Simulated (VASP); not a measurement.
Set up this calculation in VASP 6.6.1, as the native input.

- Task: single point
- Functional: HSE06
- Potentials or basis: VASP PAW PBE potentials, release 64 (Te)
- Cutoff: 520 eV
- k mesh: 6 × 6 × 6
- Occupations: fermi-dirac, width 0.05 eV
- Spin: no spin polarisation
- Dipole correction: no
- Grid for exact exchange (PRECFOCK): Normal
- Further INCAR settings: ALGO = Normal; EDIFF = 1e-06; NBANDS = 9
- Share of exact exchange: 0.25
- Screening parameter: 0.2079 1/Å

Te:

```
CELL_PARAMETERS angstrom
2.30590 1.33131 1.69095
-2.30590 1.33131 1.69095
0.00000 -2.66263 1.69095
ATOMIC_POSITIONS crystal
Te 0.50000 0.50000 0.50000
```

These files were run (other wordings do the same):

POSCAR

```
Te
1.0
    2.3059043427      1.3313144930      1.6909537039
   -2.3059043427      1.3313144930      1.6909537039
    0.0000000000     -2.6626289860      1.6909537039
Te
1
Direct
    0.5000000000      0.5000000000      0.5000000000
```

INCAR.step1

```
SYSTEM = Te
PREC = Accurate
ENCUT = 520
EDIFF = 1E-5
ISMEAR = -1
SIGMA = 0.05
LREAL = .FALSE.
LASPH = .TRUE.
NELM = 60
ALGO = Normal
ISIF = 2
LWAVE = .TRUE.
LCHARG = .FALSE.
GGA = PE
NBANDS = 9
```

INCAR.step2

```
SYSTEM = Te
PREC = Accurate
ENCUT = 520
EDIFF = 1E-6
ISMEAR = -1
SIGMA = 0.05
LREAL = .FALSE.
LASPH = .TRUE.
NELM = 60
ALGO = Normal
ISIF = 2
LWAVE = .FALSE.
LCHARG = .FALSE.
GGA = PE
LHFCALC = .TRUE.
HFSCREEN = 0.2079
PRECFOCK = Normal
ISTART = 1
NBANDS = 9
```

KPOINTS

```
regular mesh
0
G
  6 6 6
  0 0 0
```

Potentials or basis: VASP PAW PBE potentials, release 64 (Te).

Run with:

```bash
$ cat potpaw_PBE.64/Te/POTCAR > POTCAR
$ cp INCAR.step1 INCAR
$ mpirun -np 1 vasp_std > vasp.out
$ cp INCAR.step2 INCAR
$ mpirun -np 1 vasp_std > vasp.out
```

Results of the run:

The pressure is -0.9 GPa and the band gap on the k mesh is zero (bands 3 and 4 overlap by 5.77 eV).

Caveat: the PAW data sets were made with another functional, which shifts forces and pressure a little; spin-orbit coupling is left out, which moves the levels of the heavy elements.

Wall time 5.4 min on 1 thread of Intel(R) Xeon(R) Platinum 8488C (Sapphire Rapids), with other jobs on the host, peak memory 0.25 GiB.
